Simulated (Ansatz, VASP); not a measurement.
# B4C3 in VASP and in Ansatz

Contents of INCAR:

```
PREC = Accurate ; ENCUT = 520
EDIFF = 1E-7 ; ISMEAR = 0
SIGMA = 0.1 ; LREAL = False
LASPH = True ; NELM = 150
ALGO = Normal ; ISIF = 2
LWAVE = False ; LCHARG = True
ISPIN = 2 ; MAGMOM = 0 0 0 0 0 0 0 0 1 1 1 1 1 1
LORBIT = 11 ; GGA = PE
LELF = True ; LVHAR = True
NBANDS = 41
```

File KPOINTS:

```
regular mesh
0
Gamma
  3 3 6
```

The input POSCAR:

```
B4C3
1.0
    6.8476277700      0.0000000000      0.0000000000
   -3.4238138900      5.9302196000      0.0000000000
    0.0000000000      0.0000000000      2.6226537900
B C
8 6
Direct
    0.6666666700      0.3333333300      0.7500000000
    0.3333333300      0.6666666700      0.2500000000
    0.6696315900      0.9727169700      0.7500000000
    0.6969146100      0.6696315900      0.2500000000
    0.9727169700      0.3030853900      0.2500000000
    0.0272830300      0.6969146100      0.7500000000
    0.3303684100      0.0272830300      0.2500000000
    0.3030853900      0.3303684100      0.7500000000
    0.8291482800      0.2354844800      0.7500000000
    0.5936638000      0.8291482800      0.2500000000
    0.2354844800      0.4063362000      0.2500000000
    0.7645155200      0.5936638000      0.7500000000
    0.4063362000      0.1708517200      0.7500000000
    0.1708517200      0.7645155200      0.2500000000
```

Input for Ansatz:

```yaml
crystal:
  lattice:
    - [6.84762777, 0.0, 0.0]
    - [-3.42381389, 5.9302196, 0.0]
    - [0.0, 0.0, 2.62265379]
  atoms:
    - { symbol: B, position: [0.66666667, 0.33333333, 0.75] }
    - { symbol: B, position: [0.33333333, 0.66666667, 0.25] }
    - { symbol: B, position: [0.66963159, 0.97271697, 0.75] }
    - { symbol: B, position: [0.69691461, 0.66963159, 0.25] }
    - { symbol: B, position: [0.97271697, 0.30308539, 0.25] }
    - { symbol: B, position: [0.02728303, 0.69691461, 0.75] }
    - { symbol: B, position: [0.33036841, 0.02728303, 0.25] }
    - { symbol: B, position: [0.30308539, 0.33036841, 0.75] }
    - { symbol: C, position: [0.82914828, 0.23548448, 0.75], spin: 1.0 }
    - { symbol: C, position: [0.5936638, 0.82914828, 0.25], spin: 1.0 }
    - { symbol: C, position: [0.23548448, 0.4063362, 0.25], spin: 1.0 }
    - { symbol: C, position: [0.76451552, 0.5936638, 0.75], spin: 1.0 }
    - { symbol: C, position: [0.4063362, 0.17085172, 0.75], spin: 1.0 }
    - { symbol: C, position: [0.17085172, 0.76451552, 0.25], spin: 1.0 }
basis:
  ecutwfc: 420
kpoints:
  mp_grid: { grid: [3, 3, 6] }
hamiltonian:
  xc: pbe
scf:
  occupations: { method: gaussian, width: 0.1 }
  lower_state_search: "off"
output:
  forces: true
  stress: true
  eigenvalues: true
  populations: true
magnetization:
  spin_polarized: true
```

Alike in both runs: task single point; functional PBE; k mesh 3 × 3 × 6; occupations gaussian, width 0.1 eV; collinear spin.

```csv
,VASP,Ansatz
version,VASP 6.6.1,Ansatz 0.2.0
potentials or method,"VASP PAW PBE potentials, release 64 (B, C), cutoff 520 eV","scalar-relativistic, plane waves, PAW"
valence electrons in the cell,48,48
```

VASP gave:

```
pressure (GPa)                                                : 14.7
traceless stress, the component that is largest in VASP (GPa) : 13.22
rms of the force components (eV/Å)                            : 0.615
net moment per atom (μB)                                      : 0.00
```

**Question.** Estimate Ansatz's values.

**Answer.** Pressure (GPa): 14.4; traceless stress, the component that is largest in VASP (GPa): 13.19; rms of the force components (eV/Å): 0.615; net moment per atom (μB): 0.00.

Atom by atom the forces differ by 0.002 eV/Å (rms over components). The functional is the same, so the differences come from potentials, cutoffs and numerics. Ansatz's warnings: seeded moment not kept.

The k mesh is coarse, so the values compare programs but aren't converged.
